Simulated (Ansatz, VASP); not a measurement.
**Two plane-wave programs on B**

INCAR

```
PREC = Accurate ; ENCUT = 500
EDIFF = 1E-6 ; ISMEAR = -1
SIGMA = 0.1 ; LREAL = False
LASPH = True ; NELM = 120
ALGO = Normal ; ISIF = 2
LWAVE = False ; LCHARG = False
GGA = PE ; NBANDS = 14
GGA_COMPAT = False
```

The input KPOINTS:

```
Automatic mesh
0
Gamma
  23 23 2
```

POSCAR

```
B
1.0
    1.7377584030      0.0000000000      0.0000000000
   -0.8688792015      1.5049429226      0.0000000000
    0.0000000000      0.0000000000     18.5694808709
B
4
Direct
    1.0000000000      1.0000000000      1.0000000000
    1.0000000000      1.0000000000      0.5000000000
    0.3333333333      0.6666666667      0.2500000000
    0.6666666667      0.3333333333      0.7500000000
```

Input for Ansatz:

```yaml
crystal:
  lattice:
    - [1.737758403, 0.0, 0.0]
    - [-0.8688792015, 1.5049429226, 0.0]
    - [0.0, 0.0, 18.5694808709]
  atoms:
    - { symbol: B, position: [1.0, 1.0, 1.0] }
    - { symbol: B, position: [1.0, 1.0, 0.5] }
    - { symbol: B, position: [0.3333333333, 0.6666666667, 0.25] }
    - { symbol: B, position: [0.6666666667, 0.3333333333, 0.75] }
hamiltonian:
  xc: pbe
  pseudopotentials:
    kind: paw
    azcp:
      B: "pseudopotentials/B.paw.azcp"
basis:
  ecutwfc: 420
  fft_grid_basis: typed
kpoints:
  mp_grid: { grid: [23, 23, 2], shift: [0, 0, 0] }
magnetization:
  spin_polarized: false
scf:
  occupations: { method: fermi_dirac, width: 0.1 }
  lower_state_search: "off"
output:
  stress: true
  write_density: true
  write_potential: true
  elf: true
  volumetric_format: npy
```

Alike in both runs: task single point; functional PBE; k mesh 23 × 23 × 2; occupations fermi-dirac, width 0.1 eV; no spin polarisation.

|  | VASP | Ansatz |
| --- | --- | --- |
| version | VASP 6.6.1 | Ansatz 0.2.0 |
| potentials or method | VASP PAW PBE potentials, release 64 (B), cutoff 500 eV | plane waves (420 eV) with PAW, scalar-relativistic |
| valence electrons in the cell | 12 | 12 |

|  | VASP | Ansatz | Ansatz less VASP |
| --- | --- | --- | --- |
| pressure (GPa) | -6.5 | -6.5 | +0.06 |
| traceless stress, the component that is largest in VASP (GPa) | 6.28 | 6.28 | -0.005 |
